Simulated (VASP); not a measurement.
Input of a VASP 6.6.1 run:

File INCAR:

```
SYSTEM = Ga3Se2
PREC = Accurate ; ENCUT = 600
EDIFF = 1E-6 ; ISMEAR = 0
SIGMA = 0.1 ; LREAL = .FALSE.
LASPH = .TRUE. ; NELM = 80
ALGO = Normal ; ISIF = 3
LWAVE = .FALSE. ; LCHARG = .FALSE.
GGA = PE ; IBRION = 2
NSW = 90 ; EDIFFG = -0.04
```

The input KPOINTS:

```
Automatic mesh
0
G
  6 6 4
  0 0 0
```

The input POSCAR:

```
Ga3Se2
1.0
    4.2391557175      0.0000000000      0.0000000000
   -2.1195778587      3.6712165419      0.0000000000
    0.0000000000      0.0000000000      6.5954377026
Ga Se
3 2
Direct
    0.0000000000      0.0000000000      0.0000000000
    0.3333333333      0.6666666667      0.6450000000
    0.6666666667      0.3333333333      0.3550000000
    0.3333333333      0.6666666667      0.2450000000
    0.6666666667      0.3333333333      0.7550000000
```

Potentials or basis: VASP PAW PBE potentials, release 64 (Ga_d, Se).

Command:

```bash
$ cat potpaw_PBE.64/Ga_d/POTCAR potpaw_PBE.64/Se/POTCAR > POTCAR
$ mpirun -np 1 vasp_std > vasp.out
```

(1) Predict the relaxed volume.

(2) What does it give for the relaxed cell?

(3) Estimate the band gap on the k mesh.

Answers

(1) 24.76 Å³/atom.

(2) a = 4.797 Å, b = 4.797 Å, c = 6.211 Å, α = 90.00°, β = 90.00°, γ = 120.00°.

(3) zero (an odd number of electrons rules out a gap without spin polarisation).

Caveat: the volume moved by over 15 % at a fixed basis, so the end points are rough.
